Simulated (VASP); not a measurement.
# Ba (Fd-3m) in VASP: notebook

Runs on Ba. Level: r2SCAN. Tasks: single point.

Program: VASP 6.6.1. These are calculated values, not measurements. Logs are shortened: lines on timing, memory, paths and dates and some standing lists are left out, and cuts for length are marked.

**1. The cell of the first run**

The structure is cubic, space group Fd-3m (No. 227). Conventional cell: a = 7.482 Å, b = 7.482 Å, c = 7.482 Å, α = 90.00°, β = 90.00°, γ = 90.00°. Within 4.3 Å of Ba (site symmetry -43m) lie 4 Ba at 3.24 Å.

This isn't the form of Ba at room conditions, which is bcc.

**2. Single point, r2SCAN (52.35 Å³/atom)**

Input file POSCAR:

```
Ba
1.0
    0.0000000000      3.7408089443      3.7408089443
    3.7408089443      0.0000000000      3.7408089443
    3.7408089443      3.7408089443      0.0000000000
Ba
2
Direct
    0.1250000000      0.1250000000      0.1250000000
    0.8750000000      0.8750000000      0.8750000000
```

Input file INCAR.step1:

```
SYSTEM = Ba
PREC = Accurate
ENCUT = 520
ISMEAR = -1
SIGMA = 0.1
LREAL = .False.
LASPH = .True.
NELM = 60
NBANDS = 17
GGA = PE
ALGO = Normal
EDIFF = 1E-4
LWAVE = .True.
LCHARG = .False.
```

Input file INCAR.step2:

```
SYSTEM = Ba
PREC = Accurate
ENCUT = 520
EDIFF = 1E-6
ISMEAR = -1
SIGMA = 0.1
LREAL = .False.
LASPH = .True.
NELM = 60
ALGO = Normal
ISIF = 2
LWAVE = .False.
LCHARG = .False.
METAGGA = R2SCAN
LMIXTAU = .True.
NBANDS = 17
ISTART = 1
```

Input file KPOINTS:

```
Automatic mesh
0
Gamma
  8 8 8
  0 0 0
```

Potentials or basis: VASP PAW PBE potentials, release 64 (Ba_sv).

Launch:

```bash
$ cat potpaw_PBE.64/Ba_sv/POTCAR > POTCAR
$ cp INCAR.step1 INCAR
$ mpirun -np 1 vasp_std > vasp.out
$ cp INCAR.step2 INCAR
$ mpirun -np 1 vasp_std > vasp.out
```

OUTCAR:

```text
SYSTEM = Ba
   PREC = Accurate
   ENCUT = 520
   EDIFF = 1E-6
   ISMEAR = -1
   LREAL = .False.
   LASPH = .True.
   NELM = 60
   ISIF = 2
   METAGGA = R2SCAN
   ISTART = 1

 ion  position               nearest neighbor table
   1  0.125  0.125  0.125-   2 3.24   2 3.24   2 3.24   2 3.24
   2  0.875  0.875  0.875-   1 3.24   1 3.24   1 3.24   1 3.24

  LATTYP: Found a face centered cubic cell.
 ALAT       =     7.4816178886

  Lattice vectors:

 A1 = (   0.0000000000,   3.7408089443,   3.7408089443)
 A2 = (   3.7408089443,   0.0000000000,   3.7408089443)
 A3 = (   3.7408089443,   3.7408089443,   0.0000000000)

Analysis of symmetry for initial positions (statically):
=====================================================================
 Subroutine PRICEL returns:
 Original cell was already a primitive cell.

 Routine SETGRP: Setting up the symmetry group for a
 face centered cubic supercell.

 Subroutine GETGRP returns: Found 48 space group operations
 (whereof 12 operations were pure point group operations)
 out of a pool of 48 trial point group operations.

The static configuration has the point symmetry D_3d.
 The point group associated with its full space group is O_h .

Analysis of symmetry for dynamics (positions and initial velocities):
=====================================================================
 Subroutine PRICEL returns:
 Original cell was already a primitive cell.

 Routine SETGRP: Setting up the symmetry group for a
 face centered cubic supercell.

 Subroutine GETGRP returns: Found 48 space group operations
 (whereof 12 operations were pure point group operations)
 out of a pool of 48 trial point group operations.

The dynamic configuration has the point symmetry D_3d.
 The point group associated with its full space group is O_h .

 Subroutine INISYM returns: Found 48 space group operations
 (whereof 12 operations are pure point group operations),
 and found     1 'primitive' translations

----------------------------------------------------------------------------------------

                                     Primitive cell

  volume of cell :     104.6952

  direct lattice vectors                    reciprocal lattice vectors
     0.000000000  3.740808944  3.740808944    -0.133660929  0.133660929  0.133660929
[... 82 lines left out ...]
   LSORBIT =      F    spin-orbit coupling
   LASPH  =      T    aspherical Exc in radial PAW
   ENCUT  =  520.0 eV  38.22 Ry    6.18 a.u.   9.84  9.84  9.84*2*pi/ulx,y,z
   NELM   =     60;   NELMIN=  2; NELMDL=  0     # of ELM steps
   EDIFF  = 0.1E-05   stopping-criterion for ELM
   LREAL  =      F    real-space projection
   EDIFFG = 0.1E-04   stopping-criterion for IOM
   NSW    =      0    number of steps for IOM
   IBRION =     -1    ionic relax: 0-MD 1-quasi-New 2-CG
   NFREE  =      0    steps in history (QN), initial steepest desc. (CG)
   ISIF   =      2    stress and relaxation
   ISYM   =      2    0-nonsym 1-usesym 2-fastsym
   POTIM  = 0.5000    time-step for ionic-motion
   TEBEG  =    0.0;   TEEND  =   0.0 temperature during run
   PSTRESS=    0.0 pullay stress
   NELECT =      20.0000    total number of electrons
   NUPDOWN=      -1.0000    fix difference up-down
   EMIN   =  10.00;   EMAX   =-10.00  energy-range for DOS
   EFERMI =   0.00;   METHOD = LEGACY
   ISMEAR =    -1;   SIGMA  =   0.10  broadening in eV -4-tet -1-fermi 0-gaus
   EFERMI_NEDOS =   21; number of points for ismear=-14 and -15
   IALGO  =     38    algorithm
   IMIX   =      4    mixing-type and parameters
     AMIX     =   0.40;   BMIX     =  1.00
     AMIX_MAG =   1.60;   BMIX_MAG =  1.00
  volume/ion in A,a.u.               =      52.35       353.26
  Fermi-wavevector in a.u.,A,eV,Ry     =   0.942850  1.781728 12.095120  0.888966
  Thomas-Fermi vector in A             =   2.070500
   LORBIT       =      0    0 simple, 1 ext, 2 COOP (PROOUT), +10 PAW based schemes
   METAGGA = R2SCAN    functional components
   LHFCALC =     F    Hartree Fock is set to
   AEXX    =    0.0000 exact exchange contribution
   IVDW    =     0    specifies the selected vdW correction
   LEPSILON=     F    determine dielectric tensor
   LRPA    =     F    only Hartree local field effects (RPA)
 non-spin polarized calculation
  energy-cutoff  :      520.00
  volume of cell :      104.70
 maximum number of plane-waves:      2840
   NGX = 19   NGY = 19   NGZ = 19

 number of electron      20.0000000 magnetization

 Free energy of the ion-electron system (eV)
  ---------------------------------------------------
  ext. energy  EPLUGINS =         0.00000000
  ---------------------------------------------------
  free energy    TOTEN  =       -51.05403119 eV

  energy without entropy =      -50.99135914  energy(sigma->0) =      -51.02269516

 E-fermi :   2.1072     XC(G=0):  -8.3646

 val. band max:        2.1056496436   @ k =   0.2500   0.0000   0.0000
 cond. band min:       2.1199286441   @ k =  -0.3750   0.1250   0.0000
 fundamental gap:      0.0142790006
 Fermi energy:         2.1071954862

 k-point     1 :       0.0000    0.0000    0.0000
  band No.  band energies     occupation
      1     -28.4622      2.00000
      2     -27.5351      2.00000
      3     -13.6255      2.00000
      4     -13.6255      2.00000
      5     -13.6255      2.00000
      6     -12.2273      2.00000
[... 457 lines left out ...]
      4     -13.8788      2.00000
      5     -13.3301      2.00000
      6     -12.4614      2.00000
[... 9 lines left out ...]
     16       5.5483      0.00000
     17       6.0101      0.00000

 [... further k-points ...]

------------------------ aborting loop because EDIFF is reached ----------------------------------------

  FORCE on cell =-STRESS in cart. coord.  units (eV):
  Direction    XX          YY          ZZ          XY          YZ          ZX
  --------------------------------------------------------------------------------------
  -------------------------------------------------------------------------------------
  Total        0.7757744      0.7757744      0.7757744     -0.0000000     -0.0000000      0.0000000
  in kB       11.8718784     11.8718784     11.8718784     -0.0000000     -0.0000000      0.0000000
  external PRESSURE =      11.8718784 kB  Pullay stress =       0.0000000 kB

 VOLUME and BASIS-vectors are now :
 -----------------------------------------------------------------------------
  energy-cutoff  :      520.00
  volume of cell :      104.70
      direct lattice vectors                 reciprocal lattice vectors
     0.000000000  3.740808944  3.740808944    -0.133660929  0.133660929  0.133660929
     3.740808944  0.000000000  3.740808944     0.133660929 -0.133660929  0.133660929
     3.740808944  3.740808944  0.000000000     0.133660929  0.133660929 -0.133660929

 POSITION                                       TOTAL-FORCE (eV/Angst)
 -----------------------------------------------------------------------------------
      0.93520      0.93520      0.93520        -0.000000     -0.000000      0.000000
      6.54642      6.54642      6.54642         0.000000      0.000000     -0.000000
 -----------------------------------------------------------------------------------
    total drift:                                0.000000      0.000000     -0.000000

  FREE ENERGIE OF THE ION-ELECTRON SYSTEM (eV)
  ---------------------------------------------------
  free  energy   TOTEN  =       -51.0540311855 eV

  energy  without entropy=      -50.9913591403  energy(sigma->0) =      -51.02269516
```

OUTCAR.step1:

```text
SYSTEM = Ba
   PREC = Accurate
   ENCUT = 520
   ISMEAR = -1
   LREAL = .False.
   LASPH = .True.
[... 702 lines left out ...]
      0.93520      0.93520      0.93520        -0.000000     -0.000000     -0.000000
      6.54642      6.54642      6.54642         0.000000      0.000000      0.000000
 -----------------------------------------------------------------------------------
    total drift:                                0.000000      0.000000     -0.000000

  FREE ENERGIE OF THE ION-ELECTRON SYSTEM (eV)
  ---------------------------------------------------
  free  energy   TOTEN  =        -1.8220647185 eV

  energy  without entropy=       -1.7516634393  energy(sigma->0) =       -1.78686408
```

OSZICAR.step1:

```text
N       E                     dE             d eps       ncg     rms          rms(c)
DAV:   1     0.146077563033E+03    0.14608E+03   -0.86290E+03   986   0.978E+02
DAV:   2     0.656102617470E+01   -0.13952E+03   -0.13624E+03  1490   0.204E+02
DAV:   3    -0.172176997435E+01   -0.82828E+01   -0.81869E+01  1389   0.521E+01
DAV:   4    -0.191393776006E+01   -0.19217E+00   -0.19207E+00  1429   0.642E+00
DAV:   5    -0.191692630557E+01   -0.29885E-02   -0.29885E-02  1293   0.637E-01    0.576E+00
DAV:   6    -0.185284986809E+01    0.64076E-01   -0.39301E-02  1141   0.151E+00    0.332E+00
DAV:   7    -0.182087084263E+01    0.31979E-01   -0.81282E-02  1024   0.242E+00    0.116E-01
DAV:   8    -0.182174068137E+01   -0.86984E-03   -0.24239E-03  1571   0.239E-01    0.804E-02
DAV:   9    -0.182196983177E+01   -0.22915E-03   -0.14461E-04  1063   0.104E-01    0.430E-02
DAV:  10    -0.182206471846E+01   -0.94887E-04   -0.15959E-04   990   0.104E-01
   1 F= -.18220647E+01 E0= -.17868641E+01  d E =-.704013E-01
```

It took 3.2 min on 1 thread of Intel Xeon Platinum 8259CL at 2.50GHz (Skylake/Cascade Lake), shared host; peak memory 0.27 GiB.

Results:

```
Free energy            : -51.0540 eV
Pressure               : 1.2 GPa
Band gap on the k mesh : zero (bands 10 and 11 overlap by 0.20 eV)
```

Caveat: the PAW data sets were made with another functional, which shifts forces and pressure a little; spin-orbit coupling is left out, which moves the levels of the heavy elements.

**3. Single point, r2SCAN (54.53 Å³/atom)**

This run uses another cell than the first one, of 54.53 Å³/atom.

Input file POSCAR:

```
Ba
1.0
    0.0000000000      3.7920592710      3.7920592710
    3.7920592710      0.0000000000      3.7920592710
    3.7920592710      3.7920592710      0.0000000000
Ba
2
Direct
    0.1250000000      0.1250000000      0.1250000000
    0.8750000000      0.8750000000      0.8750000000
```

Input file INCAR.step1:

```
SYSTEM = Ba
PREC = Accurate ; ENCUT = 520
ISMEAR = -1 ; SIGMA = 0.1
LREAL = .False. ; LASPH = .True.
NELM = 60 ; NBANDS = 17
GGA = PE ; ALGO = Normal
EDIFF = 1E-4 ; LWAVE = .True.
LCHARG = .False.
```

Input file INCAR.step2:

```
SYSTEM = Ba
PREC = Accurate ; ENCUT = 520
EDIFF = 1E-7 ; ISMEAR = -1
SIGMA = 0.1 ; LREAL = .False.
LASPH = .True. ; NELM = 60
ALGO = Normal ; ISIF = 2
LWAVE = .False. ; LCHARG = .False.
METAGGA = R2SCAN ; LMIXTAU = .True.
NBANDS = 17 ; ISTART = 1
```

KPOINTS is that of step 2.

Potentials or basis: VASP PAW PBE potentials, release 64 (Ba_sv).

Launch:

```bash
$ cat potpaw_PBE.64/Ba_sv/POTCAR > POTCAR
$ cp INCAR.step1 INCAR
$ mpirun -np 1 vasp_std > vasp.out
$ cp INCAR.step2 INCAR
$ mpirun -np 1 vasp_std > vasp.out
```

Run time: 4.7 min. Hardware: 1 thread of Intel Xeon Platinum 8259CL at 2.50GHz (Skylake/Cascade Lake), shared host; peak memory 0.27 GiB.

The run converged. Its results:

| Quantity | Value |
| --- | --- |
| Free energy | -51.0762 eV |
| Pressure | 0.5 GPa |
| Band gap on the k mesh | zero (bands 10 and 11 overlap by 0.21 eV) |

Levels at points of the mesh, in eV from the Fermi level:
```csv
k point,band 6,band 7,band 8,band 9,band 10,band 11,band 12,band 13,band 14,band 15
"(0.00, 0.00, 0.00)",-14.44,-14.44,-14.44,-2.22,0.19,0.19,1.43,1.43,1.43,3.24
"(0.50, 0.00, 0.00)",-14.36,-14.23,-14.23,-0.35,-0.08,0.25,0.25,1.13,1.13,2.34
"(0.50, 0.50, 0.00)",-15.09,-14.01,-14.01,-0.86,-0.86,1.16,1.16,2.14,2.14,2.45
```

Caveat: the PAW data sets were made with another functional, which shifts forces and pressure a little; spin-orbit coupling is left out, which moves the levels of the heavy elements.
